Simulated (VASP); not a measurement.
A run of VASP 6.6.1 is set up as follows.

File POSCAR:

```
Br
1.0
    0.0000000000      3.5516426749      3.5516426749
    3.5516426749      0.0000000000      3.5516426749
    3.5516426749      3.5516426749      0.0000000000
Br
2
Direct
    0.0000000000      0.0000000000      0.0000000000
    0.2500000000      0.2500000000      0.2500000000
```

The input INCAR.step1:

```
SYSTEM = Br
  PREC = Accurate
  ENCUT = 520
  ISMEAR = -1
  SIGMA = 0.1
  LREAL = .False.
  LASPH = .True.
  NELM = 60
  NBANDS = 14
  GGA = PE
  ALGO = Normal
  EDIFF = 1E-4
  LWAVE = .True.
  LCHARG = .False.
```

INCAR.step2

```
SYSTEM = Br
  PREC = Accurate
  ENCUT = 520
  EDIFF = 1E-7
  ISMEAR = -1
  SIGMA = 0.1
  LREAL = .False.
  LASPH = .True.
  NELM = 60
  ALGO = Normal
  ISIF = 2
  LWAVE = .False.
  LCHARG = .False.
  METAGGA = R2SCAN
  LMIXTAU = .True.
  NBANDS = 14
  ISTART = 1
```

The input KPOINTS:

```
regular mesh
0
Gamma
  9 9 9
  0 0 0
```

Potentials or basis: VASP PAW PBE potentials, release 64 (Br).

Run with:

```sh
$ cat potpaw_PBE.64/Br/POTCAR > POTCAR
$ cp INCAR.step1 INCAR
$ mpirun -np 1 vasp_std > vasp.out
$ cp INCAR.step2 INCAR
$ mpirun -np 1 vasp_std > vasp.out
```

Q: Predict the band gap on the k mesh.

A: Zero (band 7 reaches -1.70 eV, above the bottom of band 8 at -2.80 eV).

Q: What does it give for the pressure?

A: -0.7 GPa.

Caveat: the PAW data sets were made with another functional, which shifts forces and pressure a little.
